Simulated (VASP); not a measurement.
# ZnF2 (P4_2/mnm) in VASP: relaxation of cell and atoms with PBEsol

Aim: the relaxation of cell and atoms of ZnF2 with PBEsol.

Program: VASP 6.6.1. These are calculated values, not measurements. Logs are shortened: lines on timing, memory, paths and dates and some standing lists are left out, and cuts for length are marked.

### 1 The cell of the first run

It takes space group P4_2/mnm (No. 136, tetragonal). The conventional cell has a = 4.703 Å, b = 4.703 Å, c = 3.133 Å, α = 90.00°, β = 90.00°, γ = 90.00°. Zn (site symmetry mmm) has 6 F at 2.02 to 2.04 Å within 2.7 Å. F (site symmetry m2m) has 3 Zn at 2.02 to 2.04 Å and 1 F at 2.62 Å within 2.7 Å.

### 2 Relaxation of cell and atoms, PBEsol

INCAR reads:

```
SYSTEM = ZnF2
  PREC = Accurate
  ENCUT = 600
  EDIFF = 1E-7
  ISMEAR = 0
  SIGMA = 0.02
  LREAL = .False.
  LASPH = .True.
  NELM = 120
  ALGO = Normal
  ISIF = 3
  LWAVE = .False.
  LCHARG = .False.
  GGA = PS
  IBRION = 2
  NSW = 100
  EDIFFG = -0.005
  GGA_COMPAT = .False.
  NELMIN = 4
```

KPOINTS reads:

```
regular mesh
0
Gamma
  6 6 8
  0 0 0
```

POSCAR reads:

```
ZnF2
1.0
    4.7029441700      0.0000000000      0.0000000000
    0.0000000000      4.7029441700      0.0000000000
    0.0000000000      0.0000000000      3.1328902100
Zn F
2 4
Direct
    0.5000000000      0.5000000000      0.5000000000
    0.0000000000      0.0000000000      0.0000000000
    0.6968616200      0.6968616200      0.0000000000
    0.8031383800      0.1968616200      0.5000000000
    0.3031383800      0.3031383800      0.0000000000
    0.1968616200      0.8031383800      0.5000000000
```

Potentials or basis: VASP PAW PBE potentials, release 64 (Zn, F).

On the command line:

```bash
$ cat potpaw_PBE.64/Zn/POTCAR potpaw_PBE.64/F/POTCAR > POTCAR
$ mpirun -np 1 vasp_std > vasp.out
```

OUTCAR:

```text
SYSTEM = ZnF2
   PREC = Accurate
   ENCUT = 600
   EDIFF = 1E-7
   ISMEAR = 0
   LREAL = .False.
   LASPH = .True.
   NELM = 120
   ISIF = 3
   GGA = PS
   IBRION = 2
   NSW = 100
   EDIFFG = -0.005
   NELMIN = 4

 ion  position               nearest neighbor table
   1  0.500  0.500  0.500-   4 2.02   6 2.02   5 2.04   3 2.04   3 2.04   5 2.04
   2  0.000  0.000  0.000-   3 2.02   5 2.02   4 2.04   6 2.04   4 2.04   6 2.04
   3  0.697  0.697  0.000-   2 2.02   1 2.04   1 2.04
   4  0.803  0.197  0.500-   1 2.02   2 2.04   2 2.04
   5  0.303  0.303  0.000-   2 2.02   1 2.04   1 2.04
   6  0.197  0.803  0.500-   1 2.02   2 2.04   2 2.04

  LATTYP: Found a simple tetragonal cell.
 ALAT       =     4.7029441700
 C/A-ratio  =     0.6661550928

  Lattice vectors:

 A1 = (   4.7029441700,   0.0000000000,   0.0000000000)
 A2 = (   0.0000000000,   4.7029441700,   0.0000000000)
 A3 = (   0.0000000000,   0.0000000000,   3.1328902100)

Analysis of symmetry for initial positions (statically):
=====================================================================
 Subroutine PRICEL returns:
 Original cell was already a primitive cell.

 Routine SETGRP: Setting up the symmetry group for a
 simple tetragonal supercell.

 Subroutine GETGRP returns: Found 16 space group operations
 (whereof  8 operations were pure point group operations)
 out of a pool of 16 trial point group operations.

The static configuration has the point symmetry D_2h.
 The point group associated with its full space group is D_4h.

Analysis of symmetry for dynamics (positions and initial velocities):
=====================================================================
 Subroutine PRICEL returns:
 Original cell was already a primitive cell.

 Routine SETGRP: Setting up the symmetry group for a
 simple tetragonal supercell.

 Subroutine GETGRP returns: Found 16 space group operations
 (whereof  8 operations were pure point group operations)
 out of a pool of 16 trial point group operations.

The dynamic configuration has the point symmetry D_2h.
 The point group associated with its full space group is D_4h.

 Subroutine INISYM returns: Found 16 space group operations
 (whereof  8 operations are pure point group operations),
 and found     1 'primitive' translations

----------------------------------------------------------------------------------------

                                     Primitive cell

  volume of cell :      69.2923

  direct lattice vectors                    reciprocal lattice vectors
     4.702944170  0.000000000  0.000000000     0.212632760  0.000000000  0.000000000
     0.000000000  4.702944170  0.000000000     0.000000000  0.212632760  0.000000000
     0.000000000  0.000000000  3.132890210     0.000000000  0.000000000  0.319194077

  length of vectors
     4.702944170  4.702944170  3.132890210     0.212632760  0.212632760  0.319194077

  position of ions in fractional coordinates (direct lattice)
     0.500000000  0.500000000  0.500000000
     0.000000000  0.000000000  0.000000000
     0.696861620  0.696861620  0.000000000
     0.803138380  0.196861620  0.500000000
     0.303138380  0.303138380  0.000000000
     0.196861620  0.803138380  0.500000000

  ion indices of the primitive-cell ions
   primitive index   ion index
                 1           1
                 2           2
                 3           3
                 4           4
                 5           5
                 6           6

----------------------------------------------------------------------------------------

 KPOINTS: regular mesh

Automatic generation of k-mesh.
 Grid dimensions read from file:
 generate k-points for:    6    6    8

 Generating k-lattice:

  Cartesian coordinates                     Fractional coordinates (reciprocal lattice)
     0.035438793  0.000000000  0.000000000     0.166666667  0.000000000  0.000000000
     0.000000000  0.035438793  0.000000000     0.000000000  0.166666667  0.000000000
     0.000000000  0.000000000  0.039899260     0.000000000  0.000000000  0.125000000

  Length of vectors
     0.035438793  0.035438793  0.039899260

  Shift w.r.t. Gamma in fractional coordinates (k-lattice)
     0.000000000  0.000000000  0.000000000

 Subroutine IBZKPT returns following result:
 ===========================================

 Found     50 irreducible k-points:

 Following reciprocal coordinates:
            Coordinates               Weight
  0.000000  0.000000  0.000000      1.000000
  0.166667  0.000000  0.000000      4.000000
  0.333333  0.000000  0.000000      4.000000
  0.500000  0.000000  0.000000      2.000000
  0.166667  0.166667  0.000000      4.000000
  0.333333  0.166667  0.000000      8.000000
[... 16 lines left out ...]
  0.333333  0.000000  0.250000      8.000000
  0.500000  0.000000  0.250000      4.000000
 [... further k-points ...]
   k-points           NKPTS =     50   k-points in BZ     NKDIM =     50   number of bands    NBANDS=     31
   number of dos      NEDOS =    301   number of ions     NIONS =      6
   total plane-waves  NPLWV =  44800
   dimension x,y,z NGX =    40 NGY =   40 NGZ =   28
   dimension x,y,z NGXF=    80 NGYF=   80 NGZF=   56
   ions per type =               2   4
   NGX,Y,Z   is equivalent  to a cutoff of  14.14, 14.14, 14.86 a.u.
   NGXF,Y,Z  is equivalent  to a cutoff of  28.28, 28.28, 29.72 a.u.
 SYSTEM =  ZnF2
   PREC   = accura    normal or accurate (medium, high low for compatibility)
   ISTART =      0    job   : 0-new  1-cont  2-samecut
   ICHARG =      2    charge: 1-file 2-atom 10-const
   ISPIN  =      1    spin polarized calculation?
   LNONCOLLINEAR =      F non collinear calculations
   LSORBIT =      F    spin-orbit coupling
   LASPH  =      T    aspherical Exc in radial PAW
   ENCUT  =  600.0 eV  44.10 Ry    6.64 a.u.   9.39  9.39  6.26*2*pi/ulx,y,z
   NELM   =    120;   NELMIN=  4; NELMDL= -5     # of ELM steps
   EDIFF  = 0.1E-06   stopping-criterion for ELM
   LREAL  =      F    real-space projection
   EDIFFG = -.5E-02   stopping-criterion for IOM
   NSW    =    100    number of steps for IOM
   IBRION =      2    ionic relax: 0-MD 1-quasi-New 2-CG
   NFREE  =      1    steps in history (QN), initial steepest desc. (CG)
   ISIF   =      3    stress and relaxation
   ISYM   =      2    0-nonsym 1-usesym 2-fastsym
   POTIM  = 0.5000    time-step for ionic-motion
   TEBEG  =    0.0;   TEEND  =   0.0 temperature during run
   PSTRESS=    0.0 pullay stress
   NELECT =      52.0000    total number of electrons
   NUPDOWN=      -1.0000    fix difference up-down
   EMIN   =  10.00;   EMAX   =-10.00  energy-range for DOS
   EFERMI =   0.00;   METHOD = LEGACY
   ISMEAR =     0;   SIGMA  =   0.02  broadening in eV -4-tet -1-fermi 0-gaus
   EFERMI_NEDOS =   21; number of points for ismear=-14 and -15
   IALGO  =     38    algorithm
   IMIX   =      4    mixing-type and parameters
     AMIX     =   0.40;   BMIX     =  1.00
     AMIX_MAG =   1.60;   BMIX_MAG =  1.00
  volume/ion in A,a.u.               =      11.55        77.93
  Fermi-wavevector in a.u.,A,eV,Ry     =   1.487696  2.811339 30.112970  2.213241
  Thomas-Fermi vector in A             =   2.600825
   LORBIT       =      0    0 simple, 1 ext, 2 COOP (PROOUT), +10 PAW based schemes
   GGA     = PS    functional components
   LHFCALC =     F    Hartree Fock is set to
   AEXX    =    0.0000 exact exchange contribution
   IVDW    =     0    specifies the selected vdW correction
   LEPSILON=     F    determine dielectric tensor
   LRPA    =     F    only Hartree local field effects (RPA)
 conjugate gradient relaxation of ions
 non-spin polarized calculation
 Gauss-broadening in eV      SIGMA  =   0.02
  energy-cutoff  :      600.00
  volume of cell :       69.29
 maximum number of plane-waves:      2340
 NGX is ok and might be reduce to    40
   NGX = 19   NGY = 19   NGZ = 13

--------------------------------------- Ionic step        1  -------------------------------------------

 number of electron      52.0000010 magnetization

 Free energy of the ion-electron system (eV)
  ---------------------------------------------------
  ext. energy  EPLUGINS =         0.00000000
  ---------------------------------------------------
  free energy    TOTEN  =       -24.71695579 eV

  energy without entropy =      -24.71695579  energy(sigma->0) =      -24.71695579

------------------------ aborting loop because EDIFF is reached ----------------------------------------

  FORCE on cell =-STRESS in cart. coord.  units (eV):
  Direction    XX          YY          ZZ          XY          YZ          ZX
  --------------------------------------------------------------------------------------
  -------------------------------------------------------------------------------------
  Total        0.3898974      0.3898974      0.3832947     -0.0000000      0.0000000      0.0000000
  in kB        9.0152148      9.0152148      8.8625468     -0.0000000      0.0000000      0.0000000
  external PRESSURE =       8.9643255 kB  Pullay stress =       0.0000000 kB

 VOLUME and BASIS-vectors are now :
 -----------------------------------------------------------------------------
  energy-cutoff  :      600.00
  volume of cell :       69.29
      direct lattice vectors                 reciprocal lattice vectors
     4.702944170  0.000000000  0.000000000     0.212632760  0.000000000  0.000000000
     0.000000000  4.702944170  0.000000000     0.000000000  0.212632760  0.000000000
     0.000000000  0.000000000  3.132890210     0.000000000  0.000000000  0.319194077
[... 161 lines left out ...]
 POSITION                                       TOTAL-FORCE (eV/Angst)
 -----------------------------------------------------------------------------------
      2.35841      2.35841      1.56998        -0.000000     -0.000000     -0.000000
      4.71682     -0.00000      3.13996        -0.000000     -0.000000     -0.000000
      3.28549      3.28549      3.13996        -0.010910     -0.010910     -0.000000
      3.78974      0.92708      1.56998         0.010910     -0.010910     -0.000000
      1.43133      1.43133      0.00000         0.010910      0.010910      0.000000
      0.92708      3.78974      1.56998        -0.010910      0.010910     -0.000000
 -----------------------------------------------------------------------------------
    total drift:                               -0.000000      0.000000     -0.000000

  FREE ENERGIE OF THE ION-ELECTRON SYSTEM (eV)
  ---------------------------------------------------
  free  energy   TOTEN  =       -24.7187357416 eV

  energy  without entropy=      -24.7187357416  energy(sigma->0) =      -24.71873574

--------------------------------------- Ionic step        6  -------------------------------------------

 number of electron      52.0000001 magnetization

 Free energy of the ion-electron system (eV)
  ---------------------------------------------------
  ext. energy  EPLUGINS =         0.00000000
  ---------------------------------------------------
  free energy    TOTEN  =       -24.71881500 eV

  energy without entropy =      -24.71881500  energy(sigma->0) =      -24.71881500

 E-fermi :  -1.1966     XC(G=0): -10.5119

 val. band max:       -1.3305442409   @ k =   0.0000   0.0000   0.0000
 cond. band min:       2.0223094558   @ k =   0.0000   0.0000   0.0000
 fundamental gap:      3.3528536967
 Fermi energy:        -1.1966467241

 k-point     1 :       0.0000    0.0000    0.0000
  band No.  band energies     occupation
      1     -23.0614      2.00000
      2     -22.2759      2.00000
      3     -22.2759      2.00000
      4     -22.2451      2.00000
      5      -7.5847      2.00000
      6      -6.6724      2.00000
[... 805 lines left out ...]
     30       9.9011      0.00000
     31      11.3136      0.00000

 [... further k-points ...]

------------------------ aborting loop because EDIFF is reached ----------------------------------------

  FORCE on cell =-STRESS in cart. coord.  units (eV):
  Direction    XX          YY          ZZ          XY          YZ          ZX
  --------------------------------------------------------------------------------------
  -------------------------------------------------------------------------------------
  Total        0.0131997      0.0131997     -0.0035745     -0.0000000      0.0000000      0.0000000
  in kB        0.3026680      0.3026680     -0.0819629     -0.0000000      0.0000000      0.0000000
  external PRESSURE =       0.1744577 kB  Pullay stress =       0.0000000 kB

 VOLUME and BASIS-vectors are now :
 -----------------------------------------------------------------------------
  energy-cutoff  :      600.00
  volume of cell :       69.87
      direct lattice vectors                 reciprocal lattice vectors
     4.718454286 -0.000000000  0.000000000     0.211933811  0.000000000  0.000000000
    -0.000000000  4.718454286  0.000000000     0.000000000  0.211933811  0.000000000
     0.000000000  0.000000000  3.138409861     0.000000000  0.000000000  0.318632698

 POSITION                                       TOTAL-FORCE (eV/Angst)
 -----------------------------------------------------------------------------------
      2.35923      2.35923      1.56920         0.000000      0.000000     -0.000000
     -0.00000      0.00000      0.00000         0.000000      0.000000     -0.000000
      3.28548      3.28548      0.00000        -0.001575     -0.001575      0.000000
      3.79221      0.92625      1.56920         0.001575     -0.001575      0.000000
      1.43298      1.43298      0.00000         0.001575      0.001575     -0.000000
      0.92625      3.79221      1.56920        -0.001575      0.001575     -0.000000
 -----------------------------------------------------------------------------------
    total drift:                                0.000000      0.000000     -0.000000

  FREE ENERGIE OF THE ION-ELECTRON SYSTEM (eV)
  ---------------------------------------------------
  free  energy   TOTEN  =       -24.7188149989 eV

  energy  without entropy=      -24.7188149989  energy(sigma->0) =      -24.71881500

 reached required accuracy - stopping structural energy minimisation
```

It took 9.7 min on 1 thread of Oxide Virtual Turin-like, shared host; peak memory 0.24 GiB.

What came out:

```
Free energy                           : -24.7188 eV
Relaxed volume                        : 11.65 Å³/atom
Relaxed cell                          : a = 4.718 Å, b = 4.718 Å, c = 3.138 Å, α = 90.00°, β = 90.00°, γ = 90.00°
Space group after relaxing (to 0.1 Å) : P4_2/mnm (No. 136)
Energy gained by relaxing             : 0.3 meV/atom
Ionic steps                           : 6
Pressure after relaxing               : 0.0 GPa
Band gap on the k mesh                : 3.35 eV
```

Forces in eV/Å, atoms in the order of the input:
```
Zn   0.000  0.000  0.000
Zn   0.000  0.000  0.000
F   -0.002 -0.002  0.000
F    0.002 -0.002  0.000
F    0.002  0.002  0.000
F   -0.002  0.002  0.000
```

The path:
```
step  energy change (eV)  largest force (eV/Å)  pressure (GPa)  volume (Å³)
   1              0.0000                0.0201            0.90        69.29
   2             -0.0016                0.0268           -0.17        69.94
   3             -0.0016                0.0260           -0.04        69.86
   4             -0.0016                0.0259           -0.03        69.85
   5             -0.0018                0.0154            0.00        69.86
   6             -0.0019                0.0022            0.02        69.87
```

Final structure:
```xyz
6
Lattice="4.7185 0.0000 0.0000 0.0000 4.7185 0.0000 0.0000 0.0000 3.1384" Properties=species:S:1:pos:R:3 pbc="T T T"
Zn    2.3592    2.3592    1.5692
Zn    0.0000    0.0000    0.0000
F     3.2855    3.2855    0.0000
F     3.7922    0.9262    1.5692
F     1.4330    1.4330    0.0000
F     0.9262    3.7922    1.5692
```

Caveat: the PAW data sets were made with another functional, which shifts forces and pressure a little.
